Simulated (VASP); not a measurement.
Set up this calculation in VASP 6.6.1, as the native input.

* Task: electric field gradients
* Functional: PBE
* Potentials or basis: VASP PAW PBE potentials, release 64 (Si, O)
* Cutoff: 520 eV
* k mesh: 5 × 5 × 3
* Occupations: fermi-dirac, width 0.02 eV
* Spin: no spin polarisation
* Dipole correction: no
* Further INCAR settings: ALGO = Normal; EDIFF = 1e-08; NBANDS = 44

The structure of SiO2 (Cristobalite) lies in POSCAR:

```
SiO2
1.0
    4.7460000000      0.0000000000      0.0000000000
    0.0000000000      4.7460000000      0.0000000000
    0.0000000000      0.0000000000      6.4450000000
Si O
4 8
Direct
    0.3237000000      0.3237000000      0.0000000000
    0.1763000000      0.8237000000      0.2500000000
    0.6763000000      0.6763000000      0.5000000000
    0.8237000000      0.1763000000      0.7500000000
    0.2338000000      0.1546000000      0.1992000000
    0.3454000000      0.7338000000      0.4492000000
    0.7662000000      0.8454000000      0.6992000000
    0.6546000000      0.2662000000      0.9492000000
    0.7338000000      0.3454000000      0.5508000000
    0.8454000000      0.7662000000      0.3008000000
    0.2662000000      0.6546000000      0.0508000000
    0.1546000000      0.2338000000      0.8008000000
```

The input as run:

INCAR

```
PREC     = Accurate       # precision mode
ENCUT    = 520            # plane-wave cutoff, eV
EDIFF    = 1E-8           # SCF threshold, eV
ISMEAR   = -1             # smearing method
SIGMA    = 0.02           # smearing width, eV
LREAL    = False          # projectors in reciprocal space
LASPH    = True           # aspherical terms in the spheres
NELM     = 80             # most SCF steps
ALGO     = Normal         # electronic algorithm
ISIF     = 2              # what is computed and relaxed
LWAVE    = False          # write WAVECAR
LCHARG   = False          # write CHGCAR
GGA      = PE             # functional
LEFG     = True         
NBANDS   = 44             # bands
```

KPOINTS

```
regular mesh
0
Gamma
  5 5 3
```

Potentials or basis: VASP PAW PBE potentials, release 64 (Si, O).

The run is started by

```sh
$ cat potpaw_PBE.64/Si/POTCAR potpaw_PBE.64/O/POTCAR > POTCAR
$ mpirun -np 1 vasp_std > vasp.out
```

It gave:

```json
{"Pressure": "14.6 GPa", "Largest force": "1.985 eV/Å", "Band gap on the k mesh": "6.13 eV, direct"}
```

Caveat: without QUAD_EFG the Cq values of the log hold for a quadrupole moment of 1 mb, not for the nuclei; forces of over 1 eV/Å act on the atoms, so gaps and moduli don't describe the material at rest.

Run time: 71 s on 1 thread of Intel(R) Xeon(R) Platinum 8259CL CPU @ 2.50GHz (Skylake/Cascade Lake) (shared host), peak memory 0.25 GiB.
